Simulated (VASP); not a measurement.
Input of a VASP 6.6.1 run:

The input INCAR:

```
SYSTEM = Ga
ALGO = Normal ; EDIFF = 1E-6
EDIFFG = -0.02 ; ENCUT = 600
GGA = PS ; IBRION = 2
ISIF = 3 ; ISMEAR = -1
LASPH = .True. ; LCHARG = .False.
LREAL = .False. ; LWAVE = .False.
NELM = 100 ; NSW = 80
PREC = Accurate ; PSTRESS = 300.0
SIGMA = 0.05
```

The input KPOINTS:

```
k-points
0
Gamma
  7 7 6
  0 0 0
```

Contents of POSCAR:

```
Ga
1.0
    2.2615000000     -3.8305000000      0.0000000000
    2.2615000000      3.8305000000      0.0000000000
    0.0000000000      0.0000000000      4.5240000000
Ga
4
Direct
    0.3451000000      0.6549000000      0.4190000000
    0.1549000000      0.8451000000      0.9190000000
    0.6549000000      0.3451000000      0.5810000000
    0.8451000000      0.1549000000      0.0810000000
```

Potentials or basis: VASP PAW PBE potentials, release 64 (Ga_d).

Run with:

```console
$ cat potpaw_PBE.64/Ga_d/POTCAR > POTCAR
$ mpirun -np 1 vasp_std > vasp.out
```

Q: Estimate the space group after relaxing (to 0.1 Å).

A: Cmce (No. 64).

Q: Estimate the relaxed volume.

A: 14.71 Å³/atom.

Q: Estimate the relaxed cell.

A: a = 4.066 Å, b = 4.066 Å, c = 4.118 Å, α = 90.00°, β = 90.00°, γ = 120.19°.

Step by step:
```
step  energy change (eV)  largest force (eV/Å)  pressure (GPa)  volume (Å³)
   1              0.0000                0.1190           -1.59        78.38
   2              9.1563                0.3368          151.42        42.21
   3              1.0121                0.1217           25.93        60.23
   4              1.1708                0.1234           28.79        59.30
   5              1.2419                0.1240           29.91        58.91
   6              1.3093                0.1250           31.07        58.56
   7              1.3171                0.2584           31.32        58.49
   8              1.3113                0.1741           31.21        58.51
   9              1.1619                0.0095           28.55        59.29
  10              1.2090                0.0623           29.58        59.04
  11              1.2387                0.0242           30.07        58.87
  12              1.2352                0.0145           29.96        58.89
  13              1.2451                0.0151           30.18        58.84
  14              1.2431                0.0093           30.16        58.85
```

Caveat: the cell is relaxed towards a set pressure, so the run minimises the enthalpy, not the energy; the volume moved by over 15 % at a fixed basis, so the end points are rough; the PAW data sets were made with another functional, which shifts forces and pressure a little.
